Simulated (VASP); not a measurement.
# SnTe (F-43m) in VASP: notebook

SnTe is run at these levels: PBEsol, BLYP, LDA; tasks: single point.

Program: VASP 6.6.1. These are calculated values, not measurements. Logs are shortened: lines on timing, memory, paths and dates and some standing lists are left out, and cuts for length are marked.

## Step 1: The cell of the first run

Symmetry: F-43m, No. 216, cubic system. The conventional cell has a = 7.222 Å, b = 7.222 Å, c = 7.222 Å, α = 90.00°, β = 90.00°, γ = 90.00°. Sn (site symmetry -43m) has 4 Te at 3.13 Å within 4.1 Å. Within 4.1 Å of Te (site symmetry -43m) lie 4 Sn at 3.13 Å.

## Step 2: Single point, PBEsol

INCAR

```
SYSTEM = SnTe
  PREC = Accurate
  ENCUT = 520
  EDIFF = 1E-6
  ISMEAR = -1
  SIGMA = 0.05
  LREAL = .FALSE.
  LASPH = .TRUE.
  NELM = 60
  ALGO = Normal
  ISIF = 2
  LWAVE = .FALSE.
  LCHARG = .TRUE.
  GGA = PS
  LELF = .TRUE.
  LVHAR = .TRUE.
  ISYM = 0
  NBANDS = 17
```

KPOINTS

```
Automatic mesh
0
Gamma
  5 5 5
  0.5 0.5 0.5
```

POSCAR

```
SnTe
1.0
    0.0000000000      3.6111460000      3.6111460000
    3.6111460000      0.0000000000      3.6111460000
    3.6111460000      3.6111460000      0.0000000000
Sn Te
1 1
Direct
    0.0000000000      0.0000000000      0.0000000000
    0.7500000000      0.7500000000      0.7500000000
```

Potentials or basis: VASP PAW PBE potentials, release 64 (Sn_d, Te).

Run with:

```sh
$ cat potpaw_PBE.64/Sn_d/POTCAR potpaw_PBE.64/Te/POTCAR > POTCAR
$ mpirun -np 1 vasp_std > vasp.out
```

OUTCAR:

```text
SYSTEM = SnTe
   PREC = Accurate
   ENCUT = 520
   EDIFF = 1E-6
   ISMEAR = -1
   LREAL = .FALSE.
   LASPH = .TRUE.
   NELM = 60
   ISIF = 2
   GGA = PS
   ISYM = 0

 ion  position               nearest neighbor table
   1  0.000  0.000  0.000-   2 3.13   2 3.13   2 3.13   2 3.13
   2  0.750  0.750  0.750-   1 3.13   1 3.13   1 3.13   1 3.13

IMPORTANT INFORMATION: All symmetrisations will be switched off!
NOSYMM: (Re-)initialisation of all symmetry stuff for point group C_1.

----------------------------------------------------------------------------------------

                                     Primitive cell

  volume of cell :      94.1814

  direct lattice vectors                    reciprocal lattice vectors
     0.000000000  3.611146000  3.611146000    -0.138460201  0.138460201  0.138460201
     3.611146000  0.000000000  3.611146000     0.138460201 -0.138460201  0.138460201
     3.611146000  3.611146000  0.000000000     0.138460201  0.138460201 -0.138460201

  length of vectors
     5.106931649  5.106931649  5.106931649     0.239820102  0.239820102  0.239820102

  position of ions in fractional coordinates (direct lattice)
     0.000000000  0.000000000  0.000000000
     0.750000000  0.750000000  0.750000000

  ion indices of the primitive-cell ions
   primitive index   ion index
                 1           1
                 2           2

----------------------------------------------------------------------------------------

 KPOINTS: Automatic mesh

Automatic generation of k-mesh.
 Grid dimensions read from file:
 generate k-points for:    5    5    5

 Generating k-lattice:

  Cartesian coordinates                     Fractional coordinates (reciprocal lattice)
    -0.027692040  0.027692040  0.027692040     0.200000000  0.000000000  0.000000000
     0.027692040 -0.027692040  0.027692040     0.000000000  0.200000000  0.000000000
     0.027692040  0.027692040 -0.027692040     0.000000000  0.000000000  0.200000000

  Length of vectors
     0.047964020  0.047964020  0.047964020

  Shift w.r.t. Gamma in fractional coordinates (k-lattice)
     0.500000000  0.500000000  0.500000000

 Subroutine IBZKPT returns following result:
 ===========================================

 Found    252 irreducible k-points:

 Following reciprocal coordinates:
            Coordinates               Weight
  0.100000  0.100000  0.100000      2.000000
  0.100000  0.000000  0.000000      2.000000
  0.000000  0.000000 -0.100000      2.000000
  0.000000  0.100000  0.000000      2.000000
  0.300000  0.100000  0.100000      2.000000
  0.100000  0.300000  0.100000      2.000000
[... 16 lines left out ...]
  0.000000  0.400000 -0.100000      2.000000
  0.400000  0.000000 -0.100000      2.000000
 [... further k-points ...]
   k-points           NKPTS =    252   k-points in BZ     NKDIM =    252   number of bands    NBANDS=     17
   number of dos      NEDOS =    301   number of ions     NIONS =      2
   total plane-waves  NPLWV =  64000
   dimension x,y,z NGX =    40 NGY =   40 NGZ =   40
   dimension x,y,z NGXF=    80 NGYF=   80 NGZF=   80
   ions per type =               1   1
   NGX,Y,Z   is equivalent  to a cutoff of  13.02, 13.02, 13.02 a.u.
   NGXF,Y,Z  is equivalent  to a cutoff of  26.04, 26.04, 26.04 a.u.
 SYSTEM =  SnTe
   PREC   = accura    normal or accurate (medium, high low for compatibility)
   ISTART =      0    job   : 0-new  1-cont  2-samecut
   ICHARG =      2    charge: 1-file 2-atom 10-const
   ISPIN  =      1    spin polarized calculation?
   LNONCOLLINEAR =      F non collinear calculations
   LSORBIT =      F    spin-orbit coupling
   LASPH  =      T    aspherical Exc in radial PAW
   ENCUT  =  520.0 eV  38.22 Ry    6.18 a.u.   9.50  9.50  9.50*2*pi/ulx,y,z
   NELM   =     60;   NELMIN=  2; NELMDL= -5     # of ELM steps
   EDIFF  = 0.1E-05   stopping-criterion for ELM
   LREAL  =      F    real-space projection
   EDIFFG = 0.1E-04   stopping-criterion for IOM
   NSW    =      0    number of steps for IOM
   IBRION =     -1    ionic relax: 0-MD 1-quasi-New 2-CG
   NFREE  =      0    steps in history (QN), initial steepest desc. (CG)
   ISIF   =      2    stress and relaxation
   ISYM   =      0    0-nonsym 1-usesym 2-fastsym
   POTIM  = 0.5000    time-step for ionic-motion
   TEBEG  =    0.0;   TEEND  =   0.0 temperature during run
   PSTRESS=    0.0 pullay stress
   NELECT =      20.0000    total number of electrons
   NUPDOWN=      -1.0000    fix difference up-down
   EMIN   =  10.00;   EMAX   =-10.00  energy-range for DOS
   EFERMI =   0.00;   METHOD = LEGACY
   ISMEAR =    -1;   SIGMA  =   0.05  broadening in eV -4-tet -1-fermi 0-gaus
   EFERMI_NEDOS =   21; number of points for ismear=-14 and -15
   IALGO  =     38    algorithm
   IMIX   =      4    mixing-type and parameters
     AMIX     =   0.40;   BMIX     =  1.00
     AMIX_MAG =   1.60;   BMIX_MAG =  1.00
  volume/ion in A,a.u.               =      47.09       317.78
  Fermi-wavevector in a.u.,A,eV,Ry     =   0.976704  1.845704 12.979296  0.953951
  Thomas-Fermi vector in A             =   2.107344
   LORBIT       =      0    0 simple, 1 ext, 2 COOP (PROOUT), +10 PAW based schemes
   GGA     = PS    functional components
   LHFCALC =     F    Hartree Fock is set to
   AEXX    =    0.0000 exact exchange contribution
   IVDW    =     0    specifies the selected vdW correction
   LEPSILON=     F    determine dielectric tensor
   LRPA    =     F    only Hartree local field effects (RPA)
 non-spin polarized calculation
  energy-cutoff  :      520.00
  volume of cell :       94.18
 maximum number of plane-waves:      2561
 NGX is ok and might be reduce to    40
   NGX = 19   NGY = 19   NGZ = 19

 number of electron      19.9999999 magnetization

 Free energy of the ion-electron system (eV)
  ---------------------------------------------------
  ext. energy  EPLUGINS =         0.00000000
  ---------------------------------------------------
  free energy    TOTEN  =        -7.60320617 eV

  energy without entropy =       -7.60198670  energy(sigma->0) =       -7.60259643

 E-fermi :   3.0907     XC(G=0):  -7.6281

 val. band max:        2.9066708132   @ k =   0.5000   0.3000  -0.3000
 cond. band min:       3.2847128496   @ k =   0.5000   0.5000   0.1000
 fundamental gap:      0.3780420364
 Fermi energy:         3.0907159795

 k-point     1 :       0.1000    0.1000    0.1000
  band No.  band energies     occupation
      1     -18.6596      2.00000
      2     -18.6593      2.00000
      3     -18.6593      2.00000
      4     -18.6502      2.00000
      5     -18.6502      2.00000
      6      -8.4651      2.00000
[... 9 lines left out ...]
     16       9.1567      0.00000
     17      10.3030      0.00000

 k-point     2 :       0.1000    0.0000    0.0000
  band No.  band energies     occupation
      1     -18.6596      2.00000
      2     -18.6593      2.00000
      3     -18.6593      2.00000
      4     -18.6502      2.00000
      5     -18.6502      2.00000
      6      -8.4651      2.00000
[... 9 lines left out ...]
     16       9.1567      0.00000
     17      10.3030      0.00000

 k-point     3 :       0.0000    0.0000   -0.1000
  band No.  band energies     occupation
      1     -18.6596      2.00000
      2     -18.6593      2.00000
      3     -18.6593      2.00000
      4     -18.6502      2.00000
      5     -18.6502      2.00000
      6      -8.4651      2.00000
[... 9 lines left out ...]
     16       9.1567      0.00000
     17      10.3030      0.00000

 k-point     4 :       0.0000    0.1000    0.0000
  band No.  band energies     occupation
      1     -18.6596      2.00000
      2     -18.6593      2.00000
      3     -18.6593      2.00000
      4     -18.6502      2.00000
      5     -18.6502      2.00000
      6      -8.4651      2.00000
[... 9 lines left out ...]
     16       9.1567      0.00000
     17      10.3030      0.00000

 k-point     5 :       0.3000    0.1000    0.1000
  band No.  band energies     occupation
      1     -18.6602      2.00000
      2     -18.6588      2.00000
      3     -18.6585      2.00000
      4     -18.6502      2.00000
      5     -18.6500      2.00000
      6      -8.2613      2.00000
[... 9 lines left out ...]
     16       9.0470      0.00000
     17      10.5646      0.00000

 k-point     6 :       0.1000    0.3000    0.1000
  band No.  band energies     occupation
      1     -18.6602      2.00000
      2     -18.6588      2.00000
      3     -18.6585      2.00000
      4     -18.6502      2.00000
      5     -18.6500      2.00000
      6      -8.2613      2.00000
[... 9 lines left out ...]
     16       9.0470      0.00000
     17      10.5646      0.00000

 k-point     7 :       0.1000    0.1000    0.3000
  band No.  band energies     occupation
      1     -18.6602      2.00000
      2     -18.6588      2.00000
      3     -18.6585      2.00000
      4     -18.6502      2.00000
      5     -18.6500      2.00000
      6      -8.2613      2.00000
[... 9 lines left out ...]
     16       9.0470      0.00000
     17      10.5646      0.00000

 k-point     8 :       0.1000    0.0000   -0.2000
  band No.  band energies     occupation
      1     -18.6602      2.00000
      2     -18.6588      2.00000
      3     -18.6585      2.00000
      4     -18.6502      2.00000
      5     -18.6500      2.00000
      6      -8.2613      2.00000
[... 9 lines left out ...]
     16       9.0470      0.00000
     17      10.5646      0.00000
[... 203 lines left out ...]
      1     -18.6608      2.00000
      2     -18.6580      2.00000
      3     -18.6580      2.00000
      4     -18.6500      2.00000
      5     -18.6500      2.00000
      6      -7.9708      2.00000
[... 9 lines left out ...]
     16       9.3691      0.00000
     17      10.1712      0.00000

 k-point    20 :       0.1000    0.0000   -0.4000
  band No.  band energies     occupation
      1     -18.6608      2.00000
      2     -18.6580      2.00000
      3     -18.6580      2.00000
      4     -18.6500      2.00000
      5     -18.6500      2.00000
      6      -7.9708      2.00000
[... 9 lines left out ...]
     16       9.3691      0.00000
     17      10.1712      0.00000

 k-point    21 :       0.5000    0.4000    0.4000
  band No.  band energies     occupation
      1     -18.6608      2.00000
      2     -18.6580      2.00000
      3     -18.6580      2.00000
      4     -18.6500      2.00000
      5     -18.6500      2.00000
      6      -7.9708      2.00000
[... 9 lines left out ...]
     16       9.3691      0.00000
     17      10.1712      0.00000

 k-point    22 :       0.1000   -0.4000    0.0000
  band No.  band energies     occupation
      1     -18.6608      2.00000
      2     -18.6580      2.00000
      3     -18.6580      2.00000
      4     -18.6500      2.00000
      5     -18.6500      2.00000
      6      -7.9708      2.00000
[... 9 lines left out ...]
     16       9.3691      0.00000
     17      10.1712      0.00000

 k-point    23 :       0.0000    0.4000   -0.1000
  band No.  band energies     occupation
      1     -18.6608      2.00000
      2     -18.6580      2.00000
      3     -18.6580      2.00000
      4     -18.6500      2.00000
      5     -18.6500      2.00000
      6      -7.9708      2.00000
[... 9 lines left out ...]
     16       9.3691      0.00000
     17      10.1712      0.00000

 k-point    24 :       0.4000    0.0000   -0.1000
  band No.  band energies     occupation
      1     -18.6608      2.00000
      2     -18.6580      2.00000
      3     -18.6580      2.00000
      4     -18.6500      2.00000
      5     -18.6500      2.00000
      6      -7.9708      2.00000
[... 9 lines left out ...]
     16       9.3691      0.00000
     17      10.1712      0.00000

 [... further k-points ...]
[... 5 lines left out ...]
  --------------------------------------------------------------------------------------
  -------------------------------------------------------------------------------------
  Total       -0.8241012     -0.8240943     -0.8240894     -0.0000015      0.0000023      0.0000002
  in kB      -14.0192898    -14.0191710    -14.0190889     -0.0000247      0.0000383      0.0000027
  external PRESSURE =     -14.0191833 kB  Pullay stress =       0.0000000 kB

 VOLUME and BASIS-vectors are now :
 -----------------------------------------------------------------------------
  energy-cutoff  :      520.00
  volume of cell :       94.18
      direct lattice vectors                 reciprocal lattice vectors
     0.000000000  3.611146000  3.611146000    -0.138460201  0.138460201  0.138460201
     3.611146000  0.000000000  3.611146000     0.138460201 -0.138460201  0.138460201
     3.611146000  3.611146000  0.000000000     0.138460201  0.138460201 -0.138460201

 POSITION                                       TOTAL-FORCE (eV/Angst)
 -----------------------------------------------------------------------------------
      0.00000      0.00000      0.00000         0.000003      0.000001      0.000001
      5.41672      5.41672      5.41672        -0.000003     -0.000001     -0.000001
 -----------------------------------------------------------------------------------
    total drift:                                0.000003      0.000002      0.000002

  FREE ENERGIE OF THE ION-ELECTRON SYSTEM (eV)
  ---------------------------------------------------
  free  energy   TOTEN  =        -7.6032061720 eV

  energy  without entropy=       -7.6019866970  energy(sigma->0) =       -7.60259643
```

Run time: 6.1 min. Hardware: 1 thread of Intel Xeon Platinum 8259CL at 2.50GHz (Skylake/Cascade Lake), shared host; peak memory 0.55 GiB.

Results:

| Quantity | Value |
| --- | --- |
| Free energy | -7.6032 eV |
| Pressure | -1.4 GPa |
| Band gap on the k mesh | 0.38 eV, indirect (least direct gap 0.85 eV) |

Caveat: the PAW data sets were made with another functional, which shifts forces and pressure a little; spin-orbit coupling is left out, which moves the levels of the heavy elements.

## Step 3: Single point, BLYP

INCAR

```
SYSTEM = SnTe
AGGAC    = 1.0          
AGGAX    = 1.0          
ALDAC    = 0.0          
ALDAX    = 1.0          
ALGO     = Normal         ! electronic algorithm
EDIFF    = 1E-6           ! SCF threshold, eV
ENCUT    = 520            ! plane-wave cutoff, eV
GGA      = B5             ! functional
ISIF     = 2              ! what is computed and relaxed
ISMEAR   = -1             ! smearing method
ISYM     = 0            
LASPH    = .True.         ! aspherical terms in the spheres
LCHARG   = .True.         ! write CHGCAR
LELF     = .True.         ! ELF
LREAL    = .False.        ! projectors in reciprocal space
LVHAR    = .True.       
LWAVE    = .False.        ! write WAVECAR
NBANDS   = 17             ! bands
NELM     = 100            ! most SCF steps
PREC     = Accurate       ! precision mode
SIGMA    = 0.05           ! smearing width, eV
```

KPOINTS is that of step 2.

POSCAR is that of step 2.

Potentials or basis: VASP PAW PBE potentials, release 64 (Sn_d, Te).

Run with:

```sh
$ cat potpaw_PBE.64/Sn_d/POTCAR potpaw_PBE.64/Te/POTCAR > POTCAR
$ mpirun -np 1 vasp_std > vasp.out
```

It took 6.6 min on 1 thread of Intel Xeon Platinum 8259CL at 2.50GHz (Skylake/Cascade Lake), shared host; peak memory 0.55 GiB.

Results (log left out):

| Property | Result |
| --- | --- |
| Free energy | -6.1054 eV |
| Pressure | 1.6 GPa |
| Band gap on the k mesh | 0.47 eV, indirect (least direct gap 0.90 eV) |

Levels at points of the mesh, in eV from the valence-band top:
```
           k point  band 8  band 9  band 10  band 11  band 12  band 13
(0.50, 0.50, 0.50)   -2.28   -2.28    -1.89     1.95     1.95     3.51
(0.50, 0.00, 0.00)   -2.28   -2.28    -1.89     1.95     1.95     3.51
(0.00, 0.00, 0.50)   -2.28   -2.28    -1.89     1.95     1.95     3.51
(0.00, 0.50, 0.00)   -2.28   -2.28    -1.89     1.95     1.95     3.51
```

Caveat: the PAW data sets were made with another functional, which shifts forces and pressure a little; spin-orbit coupling is left out, which moves the levels of the heavy elements.

[end of part 1 of 2]
